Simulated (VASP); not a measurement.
# BN (P1) in VASP: single point with r2SCAN

Aim: the single point of BN with r2SCAN.

Everything below comes from runs of VASP 6.6.1. Logs are shortened: lines on timing, memory, paths and dates and some standing lists are left out, and cuts for length are marked.

### Step 1. The cell of the first run

The typed cell holds 4 atoms: a = 2.544 Å, b = 2.544 Å, c = 4.208 Å, α = 90.00°, β = 90.00°, γ = 120.00°.

### Step 2. Single point, r2SCAN (all B atoms moved 0.1 Å in one direction)

Input file POSCAR:

```
BN
1.0
    2.5439665245      0.0000000000      0.0000000000
   -1.2719832623      2.2031396366      0.0000000000
    0.0000000000      0.0000000000      4.2077449336
B N
2 2
Direct
    0.6638283876      0.3472345333      1.0070933462
    0.3304950542      0.6805678666      0.5070933462
    0.6695049458      0.3194321334      0.6179066538
    0.3361716124      0.6527654667      0.1179066538
```

Input file INCAR.step1:

```
SYSTEM = BN
  ALGO = Normal
  EDIFF = 1E-4
  ENCUT = 520
  GGA = PE
  ISMEAR = 0
  LASPH = .True.
  LCHARG = .False.
  LREAL = .False.
  LWAVE = .True.
  NBANDS = 16
  NELM = 100
  PREC = Accurate
  SIGMA = 0.05
```

Input file INCAR.step2:

```
SYSTEM = BN
  ALGO = Normal
  EDIFF = 1E-6
  ENCUT = 520
  ISIF = 2
  ISMEAR = 0
  ISTART = 1
  LASPH = .True.
  LCHARG = .False.
  LMIXTAU = .True.
  LREAL = .False.
  LWAVE = .False.
  METAGGA = R2SCAN
  NBANDS = 16
  NELM = 100
  PREC = Accurate
  SIGMA = 0.05
```

Input file KPOINTS:

```
k-points
0
Gamma
  12 12 6
  0 0 0
```

Potentials or basis: VASP PAW PBE potentials, release 64 (B, N).

Command:

```console
cat potpaw_PBE.64/B/POTCAR potpaw_PBE.64/N/POTCAR > POTCAR
cp INCAR.step1 INCAR
mpirun -np 1 vasp_std > vasp.out
cp INCAR.step2 INCAR
mpirun -np 1 vasp_std > vasp.out
```

OUTCAR:

```text
SYSTEM = BN
   EDIFF = 1E-6
   ENCUT = 520
   ISIF = 2
   ISMEAR = 0
   ISTART = 1
   LASPH = .True.
   LREAL = .False.
   METAGGA = R2SCAN
   NELM = 100
   PREC = Accurate

 ion  position               nearest neighbor table
   1  0.664  0.347  0.007-   4 1.47   4 1.55   4 1.60   3 1.64
   2  0.330  0.681  0.507-   3 1.48   3 1.53   3 1.61   4 1.64
   3  0.670  0.319  0.618-   2 1.48   2 1.53   2 1.61   1 1.64
   4  0.336  0.653  0.118-   1 1.47   1 1.55   1 1.60   2 1.64

  LATTYP: Found a hexagonal cell.
 ALAT       =     2.5439665245
 C/A-ratio  =     1.6540095528

  Lattice vectors:

 A1 = (   2.5439665245,   0.0000000000,   0.0000000000)
 A2 = (  -1.2719832623,   2.2031396366,   0.0000000000)
 A3 = (   0.0000000000,   0.0000000000,   4.2077449336)

Analysis of symmetry for initial positions (statically):
=====================================================================
 Subroutine PRICEL returns:
 Original cell was already a primitive cell.

 Routine SETGRP: Setting up the symmetry group for a
 hexagonal supercell.

 Subroutine GETGRP returns: Found  1 space group operations
 (whereof  1 operations were pure point group operations)
 out of a pool of 24 trial point group operations.

The static configuration has the point symmetry C_1 .

Analysis of symmetry for dynamics (positions and initial velocities):
=====================================================================
 Subroutine PRICEL returns:
 Original cell was already a primitive cell.

 Routine SETGRP: Setting up the symmetry group for a
 hexagonal supercell.

 Subroutine GETGRP returns: Found  1 space group operations
 (whereof  1 operations were pure point group operations)
 out of a pool of 24 trial point group operations.

The dynamic configuration has the point symmetry C_1 .

 Subroutine INISYM returns: Found  1 space group operations
 (whereof  1 operations are pure point group operations),
 and found     1 'primitive' translations

----------------------------------------------------------------------------------------

                                     Primitive cell

  volume of cell :      23.5832

  direct lattice vectors                    reciprocal lattice vectors
[... 84 lines left out ...]
   ICHARG =      0    charge: 1-file 2-atom 10-const
   ISPIN  =      1    spin polarized calculation?
   LNONCOLLINEAR =      F non collinear calculations
   LSORBIT =      F    spin-orbit coupling
   LASPH  =      T    aspherical Exc in radial PAW
   ENCUT  =  520.0 eV  38.22 Ry    6.18 a.u.   4.73  4.73  7.82*2*pi/ulx,y,z
   NELM   =    100;   NELMIN=  2; NELMDL=  0     # of ELM steps
   EDIFF  = 0.1E-05   stopping-criterion for ELM
   LREAL  =      F    real-space projection
   EDIFFG = 0.1E-04   stopping-criterion for IOM
   NSW    =      0    number of steps for IOM
   IBRION =     -1    ionic relax: 0-MD 1-quasi-New 2-CG
   NFREE  =      0    steps in history (QN), initial steepest desc. (CG)
   ISIF   =      2    stress and relaxation
   ISYM   =      2    0-nonsym 1-usesym 2-fastsym
   POTIM  = 0.5000    time-step for ionic-motion
   TEBEG  =    0.0;   TEEND  =   0.0 temperature during run
   PSTRESS=    0.0 pullay stress
   NELECT =      16.0000    total number of electrons
   NUPDOWN=      -1.0000    fix difference up-down
   EMIN   =  10.00;   EMAX   =-10.00  energy-range for DOS
   EFERMI =   0.00;   METHOD = LEGACY
   ISMEAR =     0;   SIGMA  =   0.05  broadening in eV -4-tet -1-fermi 0-gaus
   EFERMI_NEDOS =   21; number of points for ismear=-14 and -15
   IALGO  =     38    algorithm
   IMIX   =      4    mixing-type and parameters
     AMIX     =   0.40;   BMIX     =  1.00
     AMIX_MAG =   1.60;   BMIX_MAG =  1.00
  volume/ion in A,a.u.               =       5.90        39.79
  Fermi-wavevector in a.u.,A,eV,Ry     =   1.438513  2.718396 28.154815  2.069321
  Thomas-Fermi vector in A             =   2.557472
   LORBIT       =      0    0 simple, 1 ext, 2 COOP (PROOUT), +10 PAW based schemes
   METAGGA = R2SCAN    functional components
   LHFCALC =     F    Hartree Fock is set to
   AEXX    =    0.0000 exact exchange contribution
   IVDW    =     0    specifies the selected vdW correction
   LEPSILON=     F    determine dielectric tensor
   LRPA    =     F    only Hartree local field effects (RPA)
 non-spin polarized calculation
 Gauss-broadening in eV      SIGMA  =   0.05
  energy-cutoff  :      520.00
  volume of cell :       23.58
 maximum number of plane-waves:       652
   NGX =  9   NGY =  9   NGZ = 15

 number of electron      16.0000002 magnetization

 Free energy of the ion-electron system (eV)
  ---------------------------------------------------
  ext. energy  EPLUGINS =         0.00000000
  ---------------------------------------------------
  free energy    TOTEN  =       -38.00943695 eV

  energy without entropy =      -38.00943695  energy(sigma->0) =      -38.00943695

 E-fermi :   8.1494     XC(G=0): -13.6398

 val. band max:        7.9275522262   @ k =   0.0000   0.0000   0.0000
 cond. band min:      13.7525748072   @ k =   0.3333   0.3333   0.0000
 fundamental gap:      5.8250225810
 Fermi energy:         8.1493793390

 k-point     1 :       0.0000    0.0000    0.0000
  band No.  band energies     occupation
      1     -14.0847      2.00000
      2      -9.8450      2.00000
      3      -3.7345      2.00000
      4       4.8325      2.00000
      5       4.8671      2.00000
      6       7.1153      2.00000
[... 433 lines left out ...]
      3      -2.6379      2.00000
      4       1.5044      2.00000
      5       2.8276      2.00000
      6       4.3961      2.00000
[... 8 lines left out ...]
     15      23.2391      0.00000
     16      23.7003      0.00000

 [... further k-points ...]
[... 5 lines left out ...]
  --------------------------------------------------------------------------------------
  -------------------------------------------------------------------------------------
  Total        0.6810269      0.7529286      0.7157261     -0.1839638      0.3223201     -0.2622225
  in kB       46.2670706     51.1518717     48.6244399    -12.4979875     21.8975295    -17.8146678
  external PRESSURE =      48.6811274 kB  Pullay stress =       0.0000000 kB

 VOLUME and BASIS-vectors are now :
 -----------------------------------------------------------------------------
  energy-cutoff  :      520.00
  volume of cell :       23.58
      direct lattice vectors                 reciprocal lattice vectors
     2.543966525  0.000000000  0.000000000     0.393086933  0.226948847  0.000000000
    -1.271983262  2.203139637  0.000000000     0.000000000  0.453897694  0.000000000
     0.000000000  0.000000000  4.207744934     0.000000000  0.000000000  0.237656991

 POSITION                                       TOTAL-FORCE (eV/Angst)
 -----------------------------------------------------------------------------------
      1.24708      0.76501      0.02985         1.648133     -1.676167     -1.406746
     -0.02490      1.49939      2.13372         1.160097     -1.777124     -1.392743
      1.29689      0.70375      2.59999        -1.143641      1.780552      1.392739
      0.02490      1.43813      0.49612        -1.664589      1.672739      1.406751
 -----------------------------------------------------------------------------------
    total drift:                                0.000047      0.000018      0.001521

  FREE ENERGIE OF THE ION-ELECTRON SYSTEM (eV)
  ---------------------------------------------------
  free  energy   TOTEN  =       -38.0094369546 eV

  energy  without entropy=      -38.0094369546  energy(sigma->0) =      -38.00943695
```

OUTCAR.step1:

```text
SYSTEM = BN
   EDIFF = 1E-4
   ENCUT = 520
   GGA = PE
   ISMEAR = 0
   LASPH = .True.
   LREAL = .False.
   NELM = 100
[... 683 lines left out ...]
     -0.02490      1.49939      2.13372         1.159508     -1.780066     -1.396747
      1.29689      0.70375      2.59999        -1.143875      1.783331      1.396750
      0.02490      1.43813      0.49612        -1.668282      1.674779      1.410706
 -----------------------------------------------------------------------------------
    total drift:                                0.000343     -0.000356     -0.000420

  FREE ENERGIE OF THE ION-ELECTRON SYSTEM (eV)
  ---------------------------------------------------
  free  energy   TOTEN  =       -34.5698844135 eV

  energy  without entropy=      -34.5698844135  energy(sigma->0) =      -34.56988441
```

OSZICAR.step1:

```text
N       E                     dE             d eps       ncg     rms          rms(c)
DAV:   1     0.388938513783E+02    0.38894E+02   -0.83646E+03 13984   0.973E+02
DAV:   2    -0.343375854416E+02   -0.73231E+02   -0.68500E+02 20024   0.231E+02
DAV:   3    -0.365986358015E+02   -0.22611E+01   -0.22560E+01 15920   0.372E+01
DAV:   4    -0.366039381859E+02   -0.53024E-02   -0.53020E-02 17152   0.206E+00
DAV:   5    -0.366039524907E+02   -0.14305E-04   -0.14305E-04 14560   0.998E-02    0.970E+00
DAV:   6    -0.347413346156E+02    0.18626E+01   -0.23482E+00 17592   0.140E+01    0.458E+00
DAV:   7    -0.345993224105E+02    0.14201E+00   -0.33627E-01 18560   0.471E+00    0.279E+00
DAV:   8    -0.345708150504E+02    0.28507E-01   -0.56219E-02 17080   0.195E+00    0.264E-01
DAV:   9    -0.345695998081E+02    0.12152E-02   -0.23385E-03 15832   0.556E-01    0.142E-01
DAV:  10    -0.345698744994E+02   -0.27469E-03   -0.49508E-04 17056   0.179E-01    0.270E-02
DAV:  11    -0.345698844135E+02   -0.99141E-05   -0.29921E-05  7760   0.547E-02
   1 F= -.34569884E+02 E0= -.34569884E+02  d E =-.595617E-19
```

Run time: 3.6 min. Hardware: 1 thread of Intel Xeon 6975P-C (Granite Rapids), shared host; peak memory 0.23 GiB.

Results:

* Free energy: -38.0094 eV
* Pressure: 4.9 GPa
* Largest force: 2.747 eV/Å
* Band gap on the k mesh: 5.83 eV, indirect (least direct gap 8.28 eV)

Forces in eV/Å, atoms in the order of the input:
```
B    1.648 -1.676 -1.407
B    1.160 -1.777 -1.393
N   -1.144  1.781  1.393
N   -1.665  1.673  1.407
```

Stress tensor (GPa, compression positive):
```
 4.63 -1.25 -1.78
-1.25  5.12  2.19
-1.78  2.19  4.86
```

Levels at points of the mesh, in eV from the valence-band top:
| k point | band 5 | band 6 | band 7 | band 8 | band 9 | band 10 | band 11 | band 12 |
| --- | --- | --- | --- | --- | --- | --- | --- | --- |
| (0.00, 0.00, 0.00) | -3.06 | -0.81 | -0.64 | 0.00 | 8.28 | 8.51 | 8.55 | 9.48 |
| (0.50, 0.00, 0.00) | -7.48 | -5.76 | -4.68 | -2.97 | 6.54 | 7.96 | 11.21 | 12.30 |
| (0.00, 0.50, 0.00) | -7.45 | -5.87 | -4.62 | -3.05 | 6.66 | 8.13 | 11.38 | 12.18 |
| (0.50, 0.50, 0.00) | -7.43 | -5.92 | -4.59 | -3.09 | 6.72 | 8.21 | 11.55 | 12.03 |
| (0.00, 0.00, 0.50) | -2.62 | -2.60 | -1.27 | -1.25 | 8.94 | 9.07 | 9.65 | 9.90 |
| (0.50, 0.00, 0.50) | -4.89 | -4.79 | -3.66 | -3.65 | 6.46 | 6.53 | 9.63 | 9.76 |
| (0.00, 0.50, 0.50) | -5.03 | -4.52 | -3.78 | -3.74 | 6.36 | 6.73 | 9.49 | 10.14 |
| (0.50, 0.50, 0.50) | -5.06 | -4.42 | -3.84 | -3.80 | 6.34 | 6.79 | 9.48 | 10.26 |

Caveat: the cell differs from its parent crystal (all B atoms moved 0.1 Å in one direction); the PAW data sets were made with another functional, which shifts forces and pressure a little. A k mesh can miss the band edges.
